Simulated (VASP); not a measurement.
Write the native input for VASP 6.6.1 that does the following.

- Task: single point
- Functional: r2SCAN
- Potentials or basis: VASP PAW PBE potentials, release 64 (Sb, Pb_d)
- Cutoff: 520 eV
- k mesh: 3 × 5 × 1
- Occupations: methfessel-paxton, width 0.05 eV
- Spin: no spin polarisation
- Dipole correction: yes
- Further INCAR settings: ALGO = Normal; EDIFF = 1e-07; NBANDS = 27

The system is SbPb, a slab with vacuum.

```xyz
4
Lattice="5.4535 0.0000 0.0000 0.0000 3.3902 0.0000 0.0000 0.0000 14.9236" Properties=species:S:1:pos:R:3 pbc="T T T"
Sb    2.7267    1.2710    6.6412
Sb    2.7267    0.4230    9.9236
Pb    0.0000    0.0000    5.0000
Pb    0.0000    2.5421    8.2824
```

These files were run (other wordings do the same):

POSCAR

```
SbPb
1.0
    5.4534750000      0.0000000000      0.0000000000
    0.0000000000      3.3901620000      0.0000000000
    0.0000000000      0.0000000000     14.9235561063
Sb Pb
2 2
Direct
    0.5000000000      0.3749203410      0.4450135961
    0.5000000000      0.1247610230      0.6649592118
    0.0000000000      0.0000000000      0.3350407882
    0.0000000000      0.7498406820      0.5549864039
```

INCAR.step1

```
PREC = Accurate
ENCUT = 520
ISMEAR = 1
SIGMA = 0.05
LREAL = False
LASPH = True
NELM = 100
LDIPOL = True
IDIPOL = 3
DIPOL = 0.5 0.5 0.500
NBANDS = 27
GGA = PE
ALGO = Normal
EDIFF = 1E-4
LWAVE = True
LCHARG = False
```

INCAR.step2

```
PREC = Accurate
ENCUT = 520
EDIFF = 1E-7
ISMEAR = 1
SIGMA = 0.05
LREAL = False
LASPH = True
NELM = 100
ALGO = Normal
ISIF = 2
LWAVE = False
LCHARG = True
LDIPOL = True
IDIPOL = 3
DIPOL = 0.5 0.5 0.500
METAGGA = R2SCAN
LMIXTAU = True
LELF = True
LVHAR = True
LVACPOTAV = True
NBANDS = 27
ISTART = 1
```

KPOINTS

```
Automatic mesh
0
Gamma
  3 5 1
```

Potentials or basis: VASP PAW PBE potentials, release 64 (Sb, Pb_d).

Command:

```console
$ cat potpaw_PBE.64/Sb/POTCAR potpaw_PBE.64/Pb_d/POTCAR > POTCAR
$ cp INCAR.step1 INCAR
$ mpirun -np 1 vasp_std > vasp.out
$ cp INCAR.step2 INCAR
$ mpirun -np 1 vasp_std > vasp.out
```

Results of the run:

```yaml
Largest_force: 1.225 eV/Å
Band_gap_on_the_k_mesh: zero (band 19 reaches 1.48 eV, above the bottom of band 20 at 0.25 eV)
```

Caveat: the k points lie up to 0.38 Å⁻¹ apart; the PAW data sets were made with another functional, which shifts forces and pressure a little; spin-orbit coupling is left out, which moves the levels of the heavy elements.

It took 4.3 min on 1 thread of Intel(R) Xeon(R) Platinum 8259CL CPU @ 2.50GHz (Skylake/Cascade Lake) (shared host), peak memory 0.38 GiB.
